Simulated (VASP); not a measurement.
Ta2C: single point with BLYP+D3(BJ)

Ta2C:

```xyz
3
Lattice="3.0870 0.0000 0.0000 -1.5435 2.6734 0.0000 0.0000 0.0000 4.9270" Properties=species:S:1:pos:R:3 pbc="T T T"
Ta    0.0000    1.7823    1.2623
Ta    1.5435    0.8911    3.6647
C     0.0000    0.0000    0.0000
```

```yaml
Program: VASP 6.6.1
Task: single point
Functional: BLYP
Dispersion: D3(BJ)
Potentials_or_basis: VASP PAW PBE potentials, release 64 (Ta_pv, C)
Cutoff: 520 eV
k_mesh: 4 × 4 × 2
Occupations: fermi-dirac, width 0.01 eV
Spin: no spin polarisation
```

```json
{
  "Pressure": "1.7 GPa",
  "Largest force": "0.054 eV/Å",
  "Band gap on the k mesh": "zero (band 13 reaches 7.70 eV, above the bottom of band 14 at 6.95 eV)",
  "Dispersion energy per atom": "-1.251 eV"
}
```

Forces in eV/Å, atoms in the order of the input:
```
Ta   0.000  0.000  0.054
Ta   0.000  0.000 -0.054
C    0.000  0.000  0.000
```

Stress tensor (GPa, compression positive):
```
1.67 0.00 0.00
0.00 1.67 0.00
0.00 0.00 1.77
```

Levels at points of the mesh, in eV from the Fermi level:
```tsv
k point	band 9	band 10	band 11	band 12	band 13	band 14	band 15	band 16	band 17	band 18
(0.00, 0.00, 0.00)	-3.75	-3.75	-3.16	-0.25	0.24	0.24	0.94	0.94	1.98	1.98
(0.50, 0.00, 0.00)	-4.62	-4.20	-3.94	-1.98	-0.41	2.91	3.23	4.42	4.88	4.94
(0.00, 0.00, 0.50)	-4.02	-4.02	-2.21	-1.64	-0.51	-0.51	2.80	2.80	3.15	3.15
(0.50, 0.00, 0.50)	-4.93	-3.73	-2.64	-1.27	-1.18	1.06	1.17	4.12	4.55	4.83
```

It took 14 s on 1 thread of Intel(R) Xeon(R) Platinum 8488C (Sapphire Rapids), on a shared host, peak memory 0.16 GiB.

Caveat: the k points lie up to 0.64 Å⁻¹ apart; the PAW data sets were made with another functional, which shifts forces and pressure a little; spin-orbit coupling is left out, which moves the levels of the heavy elements; pairwise dispersion overbinds metals, which lowers pressure and volume.
